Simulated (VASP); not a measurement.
# ReAgF6 (R-3) in VASP: notebook

The runs below take ReAgF6 through single point, with r2SCAN, r2SCAN+D3(BJ).

Program: VASP 6.6.1. These are calculated values, not measurements. Logs are shortened: lines on timing, memory, paths and dates and some standing lists are left out, and cuts for length are marked.

### Step 1. The cell of the first run

The structure is trigonal, space group R-3 (No. 148). The conventional cell has a = 7.138 Å, b = 7.138 Å, c = 7.113 Å, α = 90.00°, β = 90.00°, γ = 120.00°. Within 2.5 Å of F (site symmetry 1) lie 1 Re at 1.89 Å. Re (site symmetry -3) has 6 F at 1.89 Å within 2.5 Å. Ag (site symmetry -3) has 12 F at 2.68 to 2.86 Å and 2 Re at 3.56 Å within 3.6 Å.

### Step 2. Single point, r2SCAN

POSCAR reads:

```
ReAgF6
1.0
    3.5689920488      2.0605601033      2.3710712883
   -3.5689920488      2.0605601033      2.3710712883
    0.0000000000     -4.1211154570      2.3710754159
F Re Ag
6 1 1
Direct
    0.2231886008      0.9214882984      0.3316547581
    0.3316547581      0.2231886008      0.9214882984
    0.9214882984      0.3316547581      0.2231886008
    0.7768113992      0.0785117016      0.6683452419
    0.6683452419      0.7768113992      0.0785117016
    0.0785117016      0.6683452419      0.7768113992
    0.0000000000      0.0000000000      0.0000000000
    0.5000000000      0.5000000000      0.5000000000
```

INCAR.step1 reads:

```
PREC = Accurate
ENCUT = 520
ISMEAR = -1
SIGMA = 0.1
LREAL = F
LASPH = T
NELM = 100
NBANDS = 40
GGA = PE
ALGO = Normal
EDIFF = 1E-4
LWAVE = T
LCHARG = F
```

INCAR.step2 reads:

```
PREC = Accurate
ENCUT = 520
EDIFF = 1E-7
ISMEAR = -1
SIGMA = 0.1
LREAL = F
LASPH = T
NELM = 100
ALGO = Normal
ISIF = 2
LWAVE = F
LCHARG = F
METAGGA = R2SCAN
LMIXTAU = T
NBANDS = 40
ISTART = 1
```

KPOINTS reads:

```
regular mesh
0
Gamma
  4 4 4
```

Potentials or basis: VASP PAW PBE potentials, release 64 (F, Re, Ag).

Started as:

```
cat potpaw_PBE.64/F/POTCAR potpaw_PBE.64/Re/POTCAR potpaw_PBE.64/Ag/POTCAR > POTCAR
cp INCAR.step1 INCAR
mpirun -np 1 vasp_std > vasp.out
cp INCAR.step2 INCAR
mpirun -np 1 vasp_std > vasp.out
```

OUTCAR:

```text
PREC = Accurate
   ENCUT = 520
   EDIFF = 1E-7
   ISMEAR = -1
   LREAL = F
   LASPH = T
   NELM = 100
   ISIF = 2
   METAGGA = R2SCAN
   ISTART = 1

 ion  position               nearest neighbor table
   1  0.223  0.921  0.332-   7 1.89   8 2.68
   2  0.332  0.223  0.921-   7 1.89   8 2.68
   3  0.921  0.332  0.223-   7 1.89   8 2.68
   4  0.777  0.079  0.668-   7 1.89   8 2.68
   5  0.668  0.777  0.079-   7 1.89   8 2.68
   6  0.079  0.668  0.777-   7 1.89   8 2.68
   7  0.000  0.000  0.000-   2 1.89   5 1.89   4 1.89   1 1.89   3 1.89   6 1.89
   8  0.500  0.500  0.500-   2 2.68   5 2.68   3 2.68   6 2.68   1 2.68   4 2.68

  LATTYP: Found a trigonal (rhomboedric) cell.
 ALAT       =     4.7545337561
 COS(alpha) =    -0.1269516564

  Lattice vectors:

 A1 = (   3.5689920488,   2.0605601033,   2.3710712883)
 A2 = (  -3.5689920488,   2.0605601033,   2.3710712883)
 A3 = (   0.0000000000,  -4.1211154570,   2.3710754159)

Analysis of symmetry for initial positions (statically):
=====================================================================
 Subroutine PRICEL returns:
 Original cell was already a primitive cell.

 Routine SETGRP: Setting up the symmetry group for a
 trigonal (rhombohedral) supercell.

 Subroutine GETGRP returns: Found  6 space group operations
 (whereof  6 operations were pure point group operations)
 out of a pool of 12 trial point group operations.

The static configuration has the point symmetry S_6 .

Analysis of symmetry for dynamics (positions and initial velocities):
=====================================================================
 Subroutine PRICEL returns:
 Original cell was already a primitive cell.

 Routine SETGRP: Setting up the symmetry group for a
 trigonal (rhombohedral) supercell.

 Subroutine GETGRP returns: Found  6 space group operations
 (whereof  6 operations were pure point group operations)
 out of a pool of 12 trial point group operations.

The dynamic configuration has the point symmetry S_6 .

 Subroutine INISYM returns: Found  6 space group operations
 (whereof  6 operations are pure point group operations),
 and found     1 'primitive' translations

----------------------------------------------------------------------------------------

[... 94 lines left out ...]
   LREAL  =      F    real-space projection
   EDIFFG = 0.1E-05   stopping-criterion for IOM
   NSW    =      0    number of steps for IOM
   IBRION =     -1    ionic relax: 0-MD 1-quasi-New 2-CG
   NFREE  =      0    steps in history (QN), initial steepest desc. (CG)
   ISIF   =      2    stress and relaxation
   ISYM   =      2    0-nonsym 1-usesym 2-fastsym
   POTIM  = 0.5000    time-step for ionic-motion
   TEBEG  =    0.0;   TEEND  =   0.0 temperature during run
   PSTRESS=    0.0 pullay stress
   NELECT =      60.0000    total number of electrons
   NUPDOWN=      -1.0000    fix difference up-down
   EMIN   =  10.00;   EMAX   =-10.00  energy-range for DOS
   EFERMI =   0.00;   METHOD = LEGACY
   ISMEAR =    -1;   SIGMA  =   0.10  broadening in eV -4-tet -1-fermi 0-gaus
   EFERMI_NEDOS =   21; number of points for ismear=-14 and -15
   IALGO  =     38    algorithm
   IMIX   =      4    mixing-type and parameters
     AMIX     =   0.40;   BMIX     =  1.00
     AMIX_MAG =   1.60;   BMIX_MAG =  1.00
  volume/ion in A,a.u.               =      13.08        88.25
  Fermi-wavevector in a.u.,A,eV,Ry     =   1.360138  2.570288 25.170450  1.849976
  Thomas-Fermi vector in A             =   2.486826
   LORBIT       =      0    0 simple, 1 ext, 2 COOP (PROOUT), +10 PAW based schemes
   METAGGA = R2SCAN    functional components
   LHFCALC =     F    Hartree Fock is set to
   AEXX    =    0.0000 exact exchange contribution
   IVDW    =     0    specifies the selected vdW correction
   LEPSILON=     F    determine dielectric tensor
   LRPA    =     F    only Hartree local field effects (RPA)
 non-spin polarized calculation
  energy-cutoff  :      520.00
  volume of cell :      104.62
 maximum number of plane-waves:      2834
   NGX = 17   NGY = 17   NGZ = 17

 number of electron      60.0000014 magnetization

 Free energy of the ion-electron system (eV)
  ---------------------------------------------------
  ext. energy  EPLUGINS =         0.00000000
  ---------------------------------------------------
  free energy    TOTEN  =      -107.59200654 eV

  energy without entropy =     -107.23820540  energy(sigma->0) =     -107.41510597

 E-fermi :   2.2086     XC(G=0): -10.6333

 val. band max:        2.2081057100   @ k =   0.2500   0.2500   0.2500
 cond. band min:       2.2163070257   @ k =   0.5000   0.5000   0.5000
 fundamental gap:      0.0082013157
 Fermi energy:         2.2085995551

 k-point     1 :       0.0000    0.0000    0.0000
  band No.  band energies     occupation
      1     -24.2748      2.00000
      2     -23.7367      2.00000
      3     -23.7367      2.00000
      4     -23.2697      2.00000
      5     -23.2697      2.00000
      6     -23.2306      2.00000
[... 591 lines left out ...]
     39      12.6489      0.00000
     40      12.6489      0.00000

------------------------ aborting loop because EDIFF is reached ----------------------------------------

  FORCE on cell =-STRESS in cart. coord.  units (eV):
  Direction    XX          YY          ZZ          XY          YZ          ZX
  --------------------------------------------------------------------------------------
  -------------------------------------------------------------------------------------
  Total        1.3683419      1.3683419      1.6143704     -0.0000001      0.0000002     -0.0000000
  in kB       20.9545602     20.9545602     24.7222010     -0.0000021      0.0000025     -0.0000000
  external PRESSURE =      22.2104405 kB  Pullay stress =       0.0000000 kB

 VOLUME and BASIS-vectors are now :
 -----------------------------------------------------------------------------
  energy-cutoff  :      520.00
  volume of cell :      104.62
      direct lattice vectors                 reciprocal lattice vectors
     3.568992049  2.060560103  2.371071288     0.140095577  0.080884313  0.140583294
    -3.568992049  2.060560103  2.371071288    -0.140095577  0.080884313  0.140583294
     0.000000000 -4.121115457  2.371075416     0.000000000 -0.161768344  0.140583456

 POSITION                                       TOTAL-FORCE (eV/Angst)
 -----------------------------------------------------------------------------------
     -2.49223      0.99189      3.50049         0.273353     -0.268887      0.278827
      0.38711     -2.65427      3.50049         0.096187      0.371175      0.278827
      2.10511      1.66239      3.50049        -0.369540     -0.102287      0.278827
      2.49223     -0.99188      3.61273        -0.273353      0.268887     -0.278827
     -0.38711      2.65428      3.61273        -0.096187     -0.371175     -0.278827
     -2.10511     -1.66239      3.61273         0.369540      0.102287     -0.278827
      0.00000      0.00000      0.00000         0.000000     -0.000000      0.000000
      0.00000      0.00000      3.55661         0.000000     -0.000000      0.000000
 -----------------------------------------------------------------------------------
    total drift:                                0.000000      0.000000     -0.000000

  FREE ENERGIE OF THE ION-ELECTRON SYSTEM (eV)
  ---------------------------------------------------
  free  energy   TOTEN  =      -107.5920065407 eV

  energy  without entropy=     -107.2382054048  energy(sigma->0) =     -107.41510597
```

OUTCAR.step1:

```text
PREC = Accurate
   ENCUT = 520
   ISMEAR = -1
   LREAL = F
   LASPH = T
[... 832 lines left out ...]
     -0.38711      2.65428      3.61273        -0.143528     -0.569713     -0.437488
     -2.10511     -1.66239      3.61273         0.565150      0.160557     -0.437488
      0.00000      0.00000      0.00000         0.000000      0.000000     -0.000000
      0.00000      0.00000      3.55661         0.000000     -0.000000      0.000000
 -----------------------------------------------------------------------------------
    total drift:                               -0.000000      0.000000     -0.000000

  FREE ENERGIE OF THE ION-ELECTRON SYSTEM (eV)
  ---------------------------------------------------
  free  energy   TOTEN  =       -39.8880703157 eV

  energy  without entropy=      -39.5383292107  energy(sigma->0) =      -39.71319976
```

Wall time 8 min (1 thread of AMD EPYC, shared host); peak memory 0.21 GiB.

What came out:

```
Free energy            : -107.5920 eV
Pressure               : 2.2 GPa
Largest force          : 0.474 eV/Å
Band gap on the k mesh : zero (bands 30 and 31 overlap by 0.15 eV)
```

Forces in eV/Å, atoms in the order of the input:
```
F    0.273 -0.269  0.279
F    0.096  0.371  0.279
F   -0.370 -0.102  0.279
F   -0.273  0.269 -0.279
F   -0.096 -0.371 -0.279
F    0.370  0.102 -0.279
Re   0.000  0.000  0.000
Ag   0.000  0.000  0.000
```

Caveat: the PAW data sets were made with another functional, which shifts forces and pressure a little; spin-orbit coupling is left out, which moves the levels of the heavy elements.

(Part 1 of 2 ends here.)
